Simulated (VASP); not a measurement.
# Sc (Pm-3n) in VASP: single point with RPBE

Aim: the single point of Sc with RPBE.

Program: VASP 6.6.1. These are calculated values, not measurements. Logs are shortened: lines on timing, memory, paths and dates and some standing lists are left out, and cuts for length are marked.

## Step 1: The cell of the first run

Symmetry: Pm-3n, No. 223, cubic system. The conventional cell has a = 5.972 Å, b = 5.972 Å, c = 5.972 Å, α = 90.00°, β = 90.00°, γ = 90.00°. Within 4.4 Å of Sc (site symmetry m-3) lie 12 Sc at 3.34 Å. Within 3.9 Å of Sc (site symmetry -4m2) lie 14 Sc at 2.99 to 3.66 Å.

## Step 2: Single point, RPBE

INCAR

```
PREC = Accurate
ENCUT = 500
EDIFF = 1E-6
ISMEAR = -1
SIGMA = 0.1
LREAL = False
LASPH = True
NELM = 120
ALGO = Normal
ISIF = 2
LWAVE = False
LCHARG = True
GGA = RP
LELF = True
LVHAR = True
NBANDS = 54
GGA_COMPAT = False
```

KPOINTS

```
regular mesh
0
Gamma
  6 6 6
```

POSCAR

```
Sc
1.0
    5.9719460170      0.0000000000      0.0000000000
    0.0000000000      5.9719460170      0.0000000000
    0.0000000000      0.0000000000      5.9719460170
Sc
8
Direct
    1.0000000000      1.0000000000      1.0000000000
    0.5000000000      0.5000000000      0.5000000000
    0.2500000000      1.0000000000      0.5000000000
    0.7500000000      1.0000000000      0.5000000000
    0.5000000000      0.2500000000      1.0000000000
    0.5000000000      0.7500000000      1.0000000000
    0.0000000000      0.5000000000      0.2500000000
    0.0000000000      0.5000000000      0.7500000000
```

Potentials or basis: VASP PAW PBE potentials, release 64 (Sc_sv).

Command:

```
$ cat potpaw_PBE.64/Sc_sv/POTCAR > POTCAR
$ mpirun -np 1 vasp_std > vasp.out
```

OUTCAR:

```text
PREC = Accurate
   ENCUT = 500
   EDIFF = 1E-6
   ISMEAR = -1
   LREAL = False
   LASPH = True
   NELM = 120
   ISIF = 2
   GGA = RP

 ion  position               nearest neighbor table
   1  0.000  0.000  0.000-   3 3.34   4 3.34   5 3.34   6 3.34   7 3.34   8 3.34   3 3.34   4 3.34
                             7 3.34   8 3.34   5 3.34   6 3.34
   2  0.500  0.500  0.500-   3 3.34   4 3.34   5 3.34   6 3.34   7 3.34   8 3.34   5 3.34   6 3.34
                             3 3.34   4 3.34   7 3.34   8 3.34
   3  0.250  0.000  0.500-   4 2.99   4 2.99   1 3.34   1 3.34   2 3.34   2 3.34
   4  0.750  0.000  0.500-   3 2.99   3 2.99   1 3.34   1 3.34   2 3.34   2 3.34
   5  0.500  0.250  0.000-   6 2.99   6 2.99   1 3.34   2 3.34   2 3.34   1 3.34
   6  0.500  0.750  0.000-   5 2.99   5 2.99   1 3.34   2 3.34   2 3.34   1 3.34
   7  0.000  0.500  0.250-   8 2.99   8 2.99   1 3.34   2 3.34   1 3.34   2 3.34
   8  0.000  0.500  0.750-   7 2.99   7 2.99   1 3.34   2 3.34   1 3.34   2 3.34

  LATTYP: Found a simple cubic cell.
 ALAT       =     5.9719460170

  Lattice vectors:

 A1 = (   5.9719460170,   0.0000000000,   0.0000000000)
 A2 = (   0.0000000000,   5.9719460170,   0.0000000000)
 A3 = (   0.0000000000,   0.0000000000,   5.9719460170)

Analysis of symmetry for initial positions (statically):
=====================================================================
 Subroutine PRICEL returns:
 Original cell was already a primitive cell.

 Routine SETGRP: Setting up the symmetry group for a
 simple cubic supercell.

 Subroutine GETGRP returns: Found 48 space group operations
 (whereof 24 operations were pure point group operations)
 out of a pool of 48 trial point group operations.

The static configuration has the point symmetry T_h .
 The point group associated with its full space group is O_h .

Analysis of symmetry for dynamics (positions and initial velocities):
=====================================================================
 Subroutine PRICEL returns:
 Original cell was already a primitive cell.

 Routine SETGRP: Setting up the symmetry group for a
 simple cubic supercell.

 Subroutine GETGRP returns: Found 48 space group operations
 (whereof 24 operations were pure point group operations)
 out of a pool of 48 trial point group operations.

The dynamic configuration has the point symmetry T_h .
 The point group associated with its full space group is O_h .

[... 108 lines left out ...]
   NSW    =      0    number of steps for IOM
   IBRION =     -1    ionic relax: 0-MD 1-quasi-New 2-CG
   NFREE  =      0    steps in history (QN), initial steepest desc. (CG)
   ISIF   =      2    stress and relaxation
   ISYM   =      2    0-nonsym 1-usesym 2-fastsym
   POTIM  = 0.5000    time-step for ionic-motion
   TEBEG  =    0.0;   TEEND  =   0.0 temperature during run
   PSTRESS=    0.0 pullay stress
   NELECT =      88.0000    total number of electrons
   NUPDOWN=      -1.0000    fix difference up-down
   EMIN   =  10.00;   EMAX   =-10.00  energy-range for DOS
   EFERMI =   0.00;   METHOD = LEGACY
   ISMEAR =    -1;   SIGMA  =   0.10  broadening in eV -4-tet -1-fermi 0-gaus
   EFERMI_NEDOS =   21; number of points for ismear=-14 and -15
   IALGO  =     38    algorithm
   IMIX   =      4    mixing-type and parameters
     AMIX     =   0.40;   BMIX     =  1.00
     AMIX_MAG =   1.60;   BMIX_MAG =  1.00
  volume/ion in A,a.u.               =      26.62       179.66
  Fermi-wavevector in a.u.,A,eV,Ry     =   1.219326  2.304192 20.228543  1.486756
  Thomas-Fermi vector in A             =   2.354582
   LORBIT       =      0    0 simple, 1 ext, 2 COOP (PROOUT), +10 PAW based schemes
   GGA     = RP    functional components
   LHFCALC =     F    Hartree Fock is set to
   AEXX    =    0.0000 exact exchange contribution
   IVDW    =     0    specifies the selected vdW correction
   LEPSILON=     F    determine dielectric tensor
   LRPA    =     F    only Hartree local field effects (RPA)
 non-spin polarized calculation
  energy-cutoff  :      500.00
  volume of cell :      212.98
 maximum number of plane-waves:      5449
 NGX is ok and might be reduce to    48
   NGX = 21   NGY = 21   NGZ = 21

 number of electron      88.0000004 magnetization

 Free energy of the ion-electron system (eV)
  ---------------------------------------------------
  ext. energy  EPLUGINS =         0.00000000
  ---------------------------------------------------
  free energy    TOTEN  =       -46.10958069 eV

  energy without entropy =      -45.30091309  energy(sigma->0) =      -45.70524689

 E-fermi :   3.4595     XC(G=0):  -9.4487

 val. band max:        3.4554449547   @ k =   0.5000   0.3333   0.3333
 cond. band min:       3.4644469534   @ k =   0.1667   0.0000   0.0000
 fundamental gap:      0.0090019987
 Fermi energy:         3.4594530737

 k-point     1 :       0.0000    0.0000    0.0000
  band No.  band energies     occupation
      1     -46.4099      2.00000
      2     -46.3919      2.00000
      3     -46.3919      2.00000
      4     -46.3415      2.00000
      5     -46.3415      2.00000
      6     -46.3415      2.00000
[... 1129 lines left out ...]
     53       4.1211      0.00267
     54       4.1211      0.00267

------------------------ aborting loop because EDIFF is reached ----------------------------------------

  FORCE on cell =-STRESS in cart. coord.  units (eV):
  Direction    XX          YY          ZZ          XY          YZ          ZX
  --------------------------------------------------------------------------------------
  -------------------------------------------------------------------------------------
  Total        0.0190921      0.0190921      0.0190921     -0.0000000     -0.0000000      0.0000000
  in kB        0.1436203      0.1436203      0.1436203     -0.0000000     -0.0000000      0.0000000
  external PRESSURE =       0.1436203 kB  Pullay stress =       0.0000000 kB

 VOLUME and BASIS-vectors are now :
 -----------------------------------------------------------------------------
  energy-cutoff  :      500.00
  volume of cell :      212.98
      direct lattice vectors                 reciprocal lattice vectors
     5.971946017  0.000000000  0.000000000     0.167449605  0.000000000  0.000000000
     0.000000000  5.971946017  0.000000000     0.000000000  0.167449605  0.000000000
     0.000000000  0.000000000  5.971946017     0.000000000  0.000000000  0.167449605

 POSITION                                       TOTAL-FORCE (eV/Angst)
 -----------------------------------------------------------------------------------
      0.00000      0.00000      0.00000        -0.000000      0.000000     -0.000000
      2.98597      2.98597      2.98597        -0.000000      0.000000     -0.000000
      1.49299      0.00000      2.98597         0.000000     -0.000000     -0.000000
      4.47896      0.00000      2.98597        -0.000000      0.000000      0.000000
      2.98597      1.49299      0.00000         0.000000      0.000000     -0.000000
      2.98597      4.47896      0.00000         0.000000     -0.000000      0.000000
      0.00000      2.98597      1.49299        -0.000000     -0.000000      0.000000
      0.00000      2.98597      4.47896         0.000000      0.000000     -0.000000
 -----------------------------------------------------------------------------------
    total drift:                                0.000000     -0.000000      0.000000

  FREE ENERGIE OF THE ION-ELECTRON SYSTEM (eV)
  ---------------------------------------------------
  free  energy   TOTEN  =       -46.1095806884 eV

  energy  without entropy=      -45.3009130898  energy(sigma->0) =      -45.70524689
```

stdout:

```text
POSCAR found type information on POSCAR Sc
 POSCAR found :  1 types and       8 ions
 scaLAPACK will be used
 -----------------------------------------------------------------------------
|                                                                             |
|                                                                             |
|     You enforced a specific xc type in the INCAR file but a different       |
|     I HOPE YOU KNOW WHAT YOU ARE DOING!                                     |
|                                                                             |
 -----------------------------------------------------------------------------

 LDA part: xc-table for (Slater+PW92), standard interpolation
 POSCAR, INCAR and KPOINTS ok, starting setup
 FFT: planning ... GRIDC
 FFT: planning ... GRID_SOFT
 FFT: planning ... GRID
 WAVECAR not read
 entering main loop
```

It took 3.2 min on 1 thread of AMD EPYC 9R45 (Zen 5), shared host; peak memory 0.37 GiB.

What came out:

```
Free energy            : -46.1096 eV
Pressure               : 0.0 GPa
Band gap on the k mesh : zero (bands 44 and 45 overlap by 0.35 eV)
```

Levels at points of the mesh, in eV from the Fermi level:
```tsv
k point	band 42	band 43	band 44	band 45	band 46	band 47
(0.00, 0.00, 0.00)	-0.47	-0.28	-0.28	-0.28	-0.09	-0.09
(0.50, 0.00, 0.00)	-0.41	0.01	0.01	0.03	0.03	0.14
(0.50, 0.50, 0.00)	-0.07	-0.01	-0.01	0.04	0.08	0.30
(0.50, 0.50, 0.50)	0.07	0.07	0.07	0.46	0.46	0.46
```

Caveat: the PAW data sets were made with another functional, which shifts forces and pressure a little.
